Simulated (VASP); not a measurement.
Runs of VASP 6.6.1 on GeCl3. The structure is that of space group P4/mmm (No. 123), or close to it. The cells are those of the table. The cell was generated, and may not be a known phase.

```csv
task,cell,k mesh,cutoff (eV),gap on the mesh (eV),pressure (GPa),relaxed volume (Å³/atom)
relaxation of cell and atoms,"relaxed from a = 5.040, b = 5.040, c = 4.829 Å, 4 atoms",4 × 4 × 4,600,none,0.0,35.72
single point,"a = 5.404, b = 5.404, c = 3.531 Å, 4 atoms",10 × 10 × 14,520,none,-0.1,-
single point,"a = 5.428, b = 5.428, c = 3.588 Å, 4 atoms",4 × 4 × 6,520,none,0.1,-
single point,"a = 5.040, b = 5.040, c = 4.829 Å, 4 atoms",4 × 4 × 4,520,none,8.5,-
single point,"a = 5.442, b = 5.442, c = 3.508 Å, 4 atoms",4 × 4 × 4,520,none,(a),-
relaxation of cell and atoms,"relaxed from a = 5.442, b = 5.442, c = 3.508 Å, 4 atoms",4 × 4 × 6,600,none,0.1,26.49
single point,"a = 5.394, b = 5.394, c = 3.577 Å, 4 atoms",8 × 8 × 14,520,none,-0.1,-
```

Alike in all rows: level PBE; potentials or basis VASP PAW PBE potentials, release 64 (Ge_d, Cl); no spin polarisation; smearing gaussian 0.1 eV.

Q: Estimate the missing entries.

A: (a) -0.2.

Caveats: some runs use coarse meshes; an odd number of electrons without spin polarisation forces a metal; a magnetic or distorted state may lie lower; the volume moved by over 15 % at a fixed basis, so the end points are rough (at least some runs); the stress differs along the axes, from -0 to 13 GPa (at least some runs).

A k mesh can miss the band edges, and the runs leave out spin-orbit coupling on Ge.

A gap of «none» marks levels without a gap at the run's occupations.
